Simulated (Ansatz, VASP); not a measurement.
# LaTiH3: VASP beside Ansatz

INCAR

```
SYSTEM = LaTiH3
ALGO     = Normal         ! electronic algorithm
EDIFF    = 1E-7           ! SCF threshold, eV
EDIFFG   = -0.01          ! ionic threshold
ENCUT    = 600            ! plane-wave cutoff, eV
GGA      = PE             ! functional
IBRION   = 2              ! ionic algorithm
ISIF     = 3              ! what is computed and relaxed
ISMEAR   = 0              ! smearing method
LASPH    = .True.         ! aspherical terms in the spheres
LCHARG   = .False.        ! write CHGCAR
LREAL    = .False.        ! projectors in reciprocal space
LWAVE    = .False.        ! write WAVECAR
NELM     = 100            ! most SCF steps
NSW      = 100            ! ionic steps
PREC     = Accurate       ! precision mode
SIGMA    = 0.1            ! smearing width, eV
```

Contents of KPOINTS:

```
k-points
0
Gamma
  10 10 10
  0 0 0
```

POSCAR

```
LaTiH3
1.0
    4.2946853146      0.0000000000      0.0000000000
    0.0000000000      4.2946853146      0.0000000000
    0.0000000000      0.0000000000      3.8485427652
La Ti H
1 1 3
Direct
    0.0000000000      0.0000000000      0.0000000000
    0.5000000000      0.5000000000      0.0000000000
    0.0000000000      0.5000000000      0.5000000000
    0.5000000000      0.0000000000      0.5000000000
    0.0000000000      0.0000000000      0.5000000000
```

Input for Ansatz:

```yaml
crystal:
  lattice:
    - [4.2946853146, 0.0, 0.0]
    - [0.0, 4.2946853146, 0.0]
    - [0.0, 0.0, 3.8485427652]
  atoms:
    - { symbol: La, position: [0.0, 0.0, 0.0] }
    - { symbol: Ti, position: [0.5, 0.5, 0.0] }
    - { symbol: H, position: [0.0, 0.5, 0.5] }
    - { symbol: H, position: [0.5, 0.0, 0.5] }
    - { symbol: H, position: [0.0, 0.0, 0.5] }
basis:
  ecutwfc: 420
kpoints:
  mp_grid: { grid: [10, 10, 10] }
hamiltonian:
  xc: pbe
scf:
  occupations: { method: gaussian, width: 0.1 }
output:
  forces: true
  stress: true
  eigenvalues: true
  write_density: true
  write_potential: true
  elf: true
  volumetric_format: npy
relax:
  adjacent_minimum: "off"
  f_tol: 0.01
  max_steps: 80
  cell: { stress_tol: 0.05 }
```

Alike in both runs: task relaxation of cell and atoms; functional PBE; k mesh 10 × 10 × 10; occupations gaussian, width 0.1 eV; no spin polarisation.

|  | VASP | Ansatz |
| --- | --- | --- |
| version | VASP 6.6.1 | Ansatz 0.2.0 |
| potentials or method | VASP PAW PBE potentials, release 64 (La, Ti_sv, H), cutoff 600 eV | scalar-relativistic, plane waves, PAW |
| valence electrons in the cell | 26 | 26 |

|  | VASP | Ansatz | Ansatz less VASP |
| --- | --- | --- | --- |
| gap on the k mesh at the Fermi level, each at its own relaxed structure (eV) | none | none | - |
| relaxed volume (Å³/atom) | 14.37 | 14.38 | +0.002 |
| relaxed cell length with the largest relative difference (Å) | 3.847 | 3.848 | +0.0008 |

A gap of «none» marks a metal or a gap that the smearing closes.

Neither program's run includes spin-orbit coupling.
